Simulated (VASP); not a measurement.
# ZrSiPb (P4/nmm) in VASP: single point with PBE

Aim: the single point of ZrSiPb with PBE.

Everything below comes from runs of VASP 6.6.1. Logs are shortened: lines on timing, memory, paths and dates and some standing lists are left out, and cuts for length are marked.

## Step 1: The cell of the first run

Symmetry: P4/nmm, No. 129, tetragonal system. The conventional cell has a = 3.713 Å, b = 3.713 Å, c = 9.552 Å, α = 90.00°, β = 90.00°, γ = 90.00°. Within 3.5 Å of Si (site symmetry -4m2) lie 4 Si at 2.63 Å and 4 Zr at 2.78 Å. Pb (site symmetry 4mm) has 5 Zr at 3.13 to 3.70 Å and 8 Pb at 3.29 to 3.71 Å and 4 Si at 4.21 Å within 4.3 Å. Within 3.8 Å of Zr (site symmetry 4mm) lie 4 Si at 2.78 Å and 5 Pb at 3.13 to 3.70 Å and 4 Zr at 3.71 Å.

## Step 2: Single point, PBE

Input file INCAR:

```
PREC = Accurate
ENCUT = 500
EDIFF = 1E-6
ISMEAR = -1
SIGMA = 0.1
LREAL = False
LASPH = True
NELM = 120
ALGO = Normal
ISIF = 2
LWAVE = False
LCHARG = False
GGA = PE
NBANDS = 39
GGA_COMPAT = False
```

Input file KPOINTS:

```
regular mesh
0
Gamma
  9 9 4
```

Input file POSCAR:

```
ZrSiPb
1.0
    3.7132688443      0.0000000000      0.0000000000
    0.0000000000      3.7132688443      0.0000000000
    0.0000000000      0.0000000000      9.5515439448
Si Pb Zr
2 2 2
Direct
    0.0000000000      0.0000000000      0.0000000000
    0.5000000000      0.5000000000      0.0000000000
    0.5000000000      0.0000000000      0.6041894316
    0.0000000000      0.5000000000      0.3958105684
    0.5000000000      0.0000000000      0.2169794036
    0.0000000000      0.5000000000      0.7830205964
```

Potentials or basis: VASP PAW PBE potentials, release 64 (Si, Pb_d, Zr_sv).

Launch:

```
$ cat potpaw_PBE.64/Si/POTCAR potpaw_PBE.64/Pb_d/POTCAR potpaw_PBE.64/Zr_sv/POTCAR > POTCAR
$ mpirun -np 1 vasp_std > vasp.out
```

OUTCAR:

```text
PREC = Accurate
   ENCUT = 500
   EDIFF = 1E-6
   ISMEAR = -1
   LREAL = False
   LASPH = True
   NELM = 120
   ISIF = 2
   GGA = PE

 ion  position               nearest neighbor table
   1  0.000  0.000  0.000-   2 2.63   2 2.63   2 2.63   2 2.63   6 2.78   6 2.78   5 2.78   5 2.78

   2  0.500  0.500  0.000-   1 2.63   1 2.63   1 2.63   1 2.63   5 2.78   6 2.78   6 2.78   5 2.78

   3  0.500  0.000  0.604-   6 3.13   6 3.13   6 3.13   6 3.13   4 3.29   4 3.29   4 3.29   4 3.29
                             5 3.70
   4  0.000  0.500  0.396-   5 3.13   5 3.13   5 3.13   5 3.13   3 3.29   3 3.29   3 3.29   3 3.29
                             6 3.70
   5  0.500  0.000  0.217-   1 2.78   2 2.78   2 2.78   1 2.78   4 3.13   4 3.13   4 3.13   4 3.13
                             3 3.70
   6  0.000  0.500  0.783-   1 2.78   2 2.78   1 2.78   2 2.78   3 3.13   3 3.13   3 3.13   3 3.13
                             4 3.70

  LATTYP: Found a simple tetragonal cell.
 ALAT       =     3.7132688443
 C/A-ratio  =     2.5722737419

  Lattice vectors:

 A1 = (   3.7132688443,   0.0000000000,   0.0000000000)
 A2 = (   0.0000000000,   3.7132688443,   0.0000000000)
 A3 = (   0.0000000000,   0.0000000000,   9.5515439448)

Analysis of symmetry for initial positions (statically):
=====================================================================
 Subroutine PRICEL returns:
 Original cell was already a primitive cell.

 Routine SETGRP: Setting up the symmetry group for a
 simple tetragonal supercell.

 Subroutine GETGRP returns: Found 16 space group operations
 (whereof  8 operations were pure point group operations)
 out of a pool of 16 trial point group operations.

The static configuration has the point symmetry D_2d.
 The point group associated with its full space group is D_4h.

Analysis of symmetry for dynamics (positions and initial velocities):
=====================================================================
 Subroutine PRICEL returns:
 Original cell was already a primitive cell.

 Routine SETGRP: Setting up the symmetry group for a
 simple tetragonal supercell.

 Subroutine GETGRP returns: Found 16 space group operations
 (whereof  8 operations were pure point group operations)
 out of a pool of 16 trial point group operations.

The dynamic configuration has the point symmetry D_2d.
 The point group associated with its full space group is D_4h.

 Subroutine INISYM returns: Found 16 space group operations
 (whereof  8 operations are pure point group operations),
 and found     1 'primitive' translations

----------------------------------------------------------------------------------------

                                     Primitive cell

  volume of cell :     131.7002

  direct lattice vectors                    reciprocal lattice vectors
     3.713268844  0.000000000  0.000000000     0.269304497  0.000000000  0.000000000
     0.000000000  3.713268844  0.000000000     0.000000000  0.269304497  0.000000000
     0.000000000  0.000000000  9.551543945     0.000000000  0.000000000  0.104695116

  length of vectors
     3.713268844  3.713268844  9.551543945     0.269304497  0.269304497  0.104695116

  position of ions in fractional coordinates (direct lattice)
     0.000000000  0.000000000  0.000000000
     0.500000000  0.500000000  0.000000000
     0.500000000  0.000000000  0.604189432
     0.000000000  0.500000000  0.395810568
     0.500000000  0.000000000  0.216979404
     0.000000000  0.500000000  0.783020596

  ion indices of the primitive-cell ions
   primitive index   ion index
                 1           1
                 2           2
                 3           3
                 4           4
                 5           5
                 6           6

----------------------------------------------------------------------------------------

 KPOINTS: regular mesh

Automatic generation of k-mesh.
 Grid dimensions read from file:
 generate k-points for:    9    9    4

 Generating k-lattice:

  Cartesian coordinates                     Fractional coordinates (reciprocal lattice)
     0.029922722  0.000000000  0.000000000     0.111111111  0.000000000  0.000000000
     0.000000000  0.029922722  0.000000000     0.000000000  0.111111111  0.000000000
     0.000000000  0.000000000  0.026173779     0.000000000  0.000000000  0.250000000

  Length of vectors
     0.029922722  0.029922722  0.026173779

  Shift w.r.t. Gamma in fractional coordinates (k-lattice)
     0.000000000  0.000000000  0.000000000

 Subroutine IBZKPT returns following result:
 ===========================================

 Found     45 irreducible k-points:

 Following reciprocal coordinates:
            Coordinates               Weight
  0.000000  0.000000  0.000000      1.000000
  0.111111  0.000000  0.000000      4.000000
  0.222222  0.000000  0.000000      4.000000
  0.333333  0.000000  0.000000      4.000000
  0.444444  0.000000  0.000000      4.000000
  0.111111  0.111111  0.000000      4.000000
[... 16 lines left out ...]
  0.333333  0.111111  0.250000     16.000000
  0.444444  0.111111  0.250000     16.000000
 [... further k-points ...]
   k-points           NKPTS =     45   k-points in BZ     NKDIM =     45   number of bands    NBANDS=     39
   number of dos      NEDOS =    301   number of ions     NIONS =      6
   total plane-waves  NPLWV =  54880
   dimension x,y,z NGX =    28 NGY =   28 NGZ =   70
   dimension x,y,z NGXF=    56 NGYF=   56 NGZF=  140
   ions per type =               2   2   2
   NGX,Y,Z   is equivalent  to a cutoff of  12.54, 12.54, 12.18 a.u.
   NGXF,Y,Z  is equivalent  to a cutoff of  25.07, 25.07, 24.37 a.u.
 SYSTEM =  unknown system
   PREC   = accura    normal or accurate (medium, high low for compatibility)
   ISTART =      0    job   : 0-new  1-cont  2-samecut
   ICHARG =      2    charge: 1-file 2-atom 10-const
   ISPIN  =      1    spin polarized calculation?
   LNONCOLLINEAR =      F non collinear calculations
   LSORBIT =      F    spin-orbit coupling
   LASPH  =      T    aspherical Exc in radial PAW
   ENCUT  =  500.0 eV  36.75 Ry    6.06 a.u.   6.77  6.77 17.41*2*pi/ulx,y,z
   NELM   =    120;   NELMIN=  2; NELMDL= -5     # of ELM steps
   EDIFF  = 0.1E-05   stopping-criterion for ELM
   LREAL  =      F    real-space projection
   EDIFFG = 0.1E-04   stopping-criterion for IOM
   NSW    =      0    number of steps for IOM
   IBRION =     -1    ionic relax: 0-MD 1-quasi-New 2-CG
   NFREE  =      0    steps in history (QN), initial steepest desc. (CG)
   ISIF   =      2    stress and relaxation
   ISYM   =      2    0-nonsym 1-usesym 2-fastsym
   POTIM  = 0.5000    time-step for ionic-motion
   TEBEG  =    0.0;   TEEND  =   0.0 temperature during run
   PSTRESS=    0.0 pullay stress
   NELECT =      60.0000    total number of electrons
   NUPDOWN=      -1.0000    fix difference up-down
   EMIN   =  10.00;   EMAX   =-10.00  energy-range for DOS
   EFERMI =   0.00;   METHOD = LEGACY
   ISMEAR =    -1;   SIGMA  =   0.10  broadening in eV -4-tet -1-fermi 0-gaus
   EFERMI_NEDOS =   21; number of points for ismear=-14 and -15
   IALGO  =     38    algorithm
   IMIX   =      4    mixing-type and parameters
     AMIX     =   0.40;   BMIX     =  1.00
     AMIX_MAG =   1.60;   BMIX_MAG =  1.00
  volume/ion in A,a.u.               =      21.95       148.13
  Fermi-wavevector in a.u.,A,eV,Ry     =   1.259688  2.380466 21.589927  1.586815
  Thomas-Fermi vector in A             =   2.393236
   LORBIT       =      0    0 simple, 1 ext, 2 COOP (PROOUT), +10 PAW based schemes
   GGA     = PE    functional components
   LHFCALC =     F    Hartree Fock is set to
   AEXX    =    0.0000 exact exchange contribution
   IVDW    =     0    specifies the selected vdW correction
   LEPSILON=     F    determine dielectric tensor
   LRPA    =     F    only Hartree local field effects (RPA)
 non-spin polarized calculation
  energy-cutoff  :      500.00
  volume of cell :      131.70
 maximum number of plane-waves:      3370
 NGX is ok and might be reduce to    28
   NGX = 13   NGY = 13   NGZ = 35

 number of electron      60.0000006 magnetization

 Free energy of the ion-electron system (eV)
  ---------------------------------------------------
  ext. energy  EPLUGINS =         0.00000000
  ---------------------------------------------------
  free energy    TOTEN  =       -36.46199468 eV

  energy without entropy =      -36.31808639  energy(sigma->0) =      -36.39004053

 E-fermi :   8.3938     XC(G=0): -10.8597

 val. band max:        8.3914397174   @ k =   0.4444   0.2222   0.5000
 cond. band min:       8.4219413052   @ k =   0.2222   0.1111   0.2500
 fundamental gap:      0.0305015878
 Fermi energy:         8.3938106543

 k-point     1 :       0.0000    0.0000    0.0000
  band No.  band energies     occupation
      1     -40.3463      2.00000
      2     -40.3460      2.00000
      3     -18.4358      2.00000
      4     -18.4159      2.00000
      5     -18.3492      2.00000
      6     -18.3492      2.00000
[... 31 lines left out ...]
     38      12.7460      0.00000
     39      13.3154      0.00000

 k-point     2 :       0.1111    0.0000    0.0000
  band No.  band energies     occupation
      1     -40.3455      2.00000
      2     -40.3451      2.00000
      3     -18.4329      2.00000
      4     -18.4143      2.00000
      5     -18.3652      2.00000
      6     -18.3638      2.00000
[... 31 lines left out ...]
     38      12.2474      0.00000
     39      12.9054      0.00000

 k-point     3 :       0.2222    0.0000    0.0000
  band No.  band energies     occupation
      1     -40.3432      2.00000
      2     -40.3429      2.00000
      3     -18.4258      2.00000
      4     -18.4107      2.00000
      5     -18.4052      2.00000
      6     -18.4041      2.00000
[... 31 lines left out ...]
     38      11.6378      0.00000
     39      13.1576      0.00000

 k-point     4 :       0.3333    0.0000    0.0000
  band No.  band energies     occupation
      1     -40.3406      2.00000
      2     -40.3405      2.00000
      3     -18.4514      2.00000
      4     -18.4511      2.00000
      5     -18.4154      2.00000
      6     -18.4060      2.00000
[... 31 lines left out ...]
     38      12.1731      0.00000
     39      12.4098      0.00000
[... 754 lines left out ...]
     38      12.0059      0.00000
     39      12.1931      0.00000

 k-point    23 :       0.3333    0.1111    0.2500
  band No.  band energies     occupation
      1     -40.3398      2.00000
      2     -40.3396      2.00000
      3     -18.4497      2.00000
      4     -18.4494      2.00000
      5     -18.4130      2.00000
      6     -18.4046      2.00000
[... 31 lines left out ...]
     38      11.9930      0.00000
     39      12.9754      0.00000

 k-point    24 :       0.4444    0.1111    0.2500
  band No.  band energies     occupation
      1     -40.3381      2.00000
      2     -40.3380      2.00000
      3     -18.4790      2.00000
      4     -18.4788      2.00000
      5     -18.4062      2.00000
      6     -18.4032      2.00000
[... 31 lines left out ...]
     38      12.0373      0.00000
     39      12.7482      0.00000

 [... further k-points ...]

------------------------ aborting loop because EDIFF is reached ----------------------------------------

  FORCE on cell =-STRESS in cart. coord.  units (eV):
  Direction    XX          YY          ZZ          XY          YZ          ZX
  --------------------------------------------------------------------------------------
  -------------------------------------------------------------------------------------
  Total       -0.0126634     -0.0126634      0.0067025      0.0000000      0.0000000      0.0000000
  in kB       -0.1540549     -0.1540549      0.0815383      0.0000000      0.0000000      0.0000000
  external PRESSURE =      -0.0755238 kB  Pullay stress =       0.0000000 kB

 VOLUME and BASIS-vectors are now :
 -----------------------------------------------------------------------------
  energy-cutoff  :      500.00
  volume of cell :      131.70
      direct lattice vectors                 reciprocal lattice vectors
     3.713268844  0.000000000  0.000000000     0.269304497  0.000000000  0.000000000
     0.000000000  3.713268844  0.000000000     0.000000000  0.269304497  0.000000000
     0.000000000  0.000000000  9.551543945     0.000000000  0.000000000  0.104695116

 POSITION                                       TOTAL-FORCE (eV/Angst)
 -----------------------------------------------------------------------------------
      0.00000      0.00000      0.00000         0.000000     -0.000000      0.000000
      1.85663      1.85663      0.00000         0.000000     -0.000000      0.000000
      1.85663      0.00000      5.77094        -0.000000     -0.000000     -0.001637
      0.00000      1.85663      3.78060         0.000000     -0.000000      0.001637
      1.85663      0.00000      2.07249         0.000000      0.000000     -0.000865
      0.00000      1.85663      7.47906         0.000000     -0.000000      0.000865
 -----------------------------------------------------------------------------------
    total drift:                                0.000000      0.000000     -0.000000

  FREE ENERGIE OF THE ION-ELECTRON SYSTEM (eV)
  ---------------------------------------------------
  free  energy   TOTEN  =       -36.4619946798 eV

  energy  without entropy=      -36.3180863887  energy(sigma->0) =      -36.39004053
```

Run time: 6.2 min. Hardware: 1 thread of AMD EPYC 7R13, shared host; peak memory 0.32 GiB.

Results:

| Item | Value |
| --- | --- |
| Free energy | -36.4620 eV |
| Pressure | 0.0 GPa |
| Band gap on the k mesh | zero (bands 30 and 31 overlap by 1.48 eV) |

Caveat: spin-orbit coupling is left out, which moves the levels of the heavy elements.

The gap in the log of VASP goes by the Fermi energy; the results here count the filled bands.